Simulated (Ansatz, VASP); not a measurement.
**Re: VASP beside Ansatz**

INCAR

```
SYSTEM = Re
  PREC = Accurate
  ENCUT = 520
  EDIFF = 1E-6
  ISMEAR = -1
  SIGMA = 0.1
  LREAL = .False.
  LASPH = .True.
  NELM = 100
  ALGO = Normal
  ISIF = 2
  LWAVE = .False.
  LCHARG = .False.
  GGA = RE
  NBANDS = 10
```

KPOINTS

```
regular mesh
0
Gamma
  16 16 16
  0 0 0
```

File POSCAR:

```
Re
1.0
    0.0000000000      1.9885037444      1.9885037444
    1.9885037444      0.0000000000      1.9885037444
    1.9885037444      1.9885037444      0.0000000000
Re
1
Direct
    0.0000000000      0.0000000000      0.0000000000
```

Input for Ansatz:

```yaml
crystal:
  lattice:
    - [0.0, 1.9885037444, 1.9885037444]
    - [1.9885037444, 0.0, 1.9885037444]
    - [1.9885037444, 1.9885037444, 0.0]
  atoms:
    - { symbol: Re, position: [0.0, 0.0, 0.0] }
hamiltonian:
  xc: revpbe
  pseudopotentials:
    kind: paw
    azcp:
      Re: "pseudopotentials/Re.paw.azcp"
basis:
  ecutwfc: 420
  fft_grid_basis: typed
kpoints:
  mp_grid: { grid: [16, 16, 16], shift: [0, 0, 0] }
magnetization:
  spin_polarized: false
scf:
  occupations: { method: fermi_dirac, width: 0.1 }
  lower_state_search: "off"
output:
  stress: true
```

Alike in both runs: task single point; functional revPBE; k mesh 16 × 16 × 16; occupations fermi-dirac, width 0.1 eV; no spin polarisation.

```csv
,VASP,Ansatz
version,VASP 6.6.1,Ansatz 0.2.0
potentials or method,"VASP PAW PBE potentials, release 64 (Re), cutoff 520 eV","plane waves (420 eV) with PAW, scalar-relativistic"
valence electrons in the cell,7,15
```

Ansatz gave:

| Item | Value |
| --- | --- |
| pressure (GPa) | -12.9 |

Question: Estimate VASP's values.

Answer: Pressure (GPa): -13.7.

VASP's potentials were made for PBE, not for revPBE. VASP's potentials hold 7 valence electrons a cell and Ansatz's 15, so a difference there can come from the potentials and not from the codes.

Neither program's run includes spin-orbit coupling.
